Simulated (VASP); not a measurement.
Wanted: the native input for a VASP 6.6.1 run.

| Quantity | Value |
| --- | --- |
| Task | single point |
| Functional | PBEsol |
| Potentials or basis | VASP PAW PBE potentials, release 64 (Ru_pv) |
| Cutoff | 520 eV |
| k mesh | 24 × 24 × 12 |
| Occupations | gaussian, width 0.15 eV |
| Spin | no spin polarisation |
| Dipole correction | no |
| Further INCAR settings | ALGO = Fast; EDIFF = 1e-07; NBANDS = 21 |

The structure of Ru lies in POSCAR:

```
Ru
1.0
    2.5975673609      0.0000000000      0.0000000000
   -1.2987836804      2.2495593225      0.0000000000
    0.0000000000      0.0000000000      4.2819000000
Ru
2
Direct
    0.3333333333      0.6666666667      0.2500000000
    0.6666666667      0.3333333333      0.7500000000
```

This cell differs from its parent crystal: strain -0.040 along x and y, +0.000 along z.

One way to write it, as run:

INCAR

```
ALGO = Fast ; EDIFF = 1E-7
ENCUT = 520 ; GGA = PS
ISIF = 2 ; ISMEAR = 0
LASPH = T ; LCHARG = F
LREAL = F ; LWAVE = F
NBANDS = 21 ; NELM = 80
PREC = Accurate ; SIGMA = 0.15
```

KPOINTS

```
k-points
0
Gamma
  24 24 12
```

Potentials or basis: VASP PAW PBE potentials, release 64 (Ru_pv).

Run with:

```bash
$ cat potpaw_PBE.64/Ru_pv/POTCAR > POTCAR
$ mpirun -np 1 vasp_std > vasp.out
```

Results of the run:

```yaml
Pressure: 25.5 GPa
Band_gap_on_the_k_mesh: zero (bands 14 and 15 overlap by 3.57 eV)
```

Caveat: the cell differs from its parent crystal (strain -0.040 along x and y, +0.000 along z); the stress differs along the axes, from 9 to 34 GPa; the PAW data sets were made with another functional, which shifts forces and pressure a little.

Wall time 2.8 min on 1 thread of AMD EPYC 7R13 Processor (Zen 3), with other jobs on the host, peak memory 0.25 GiB.
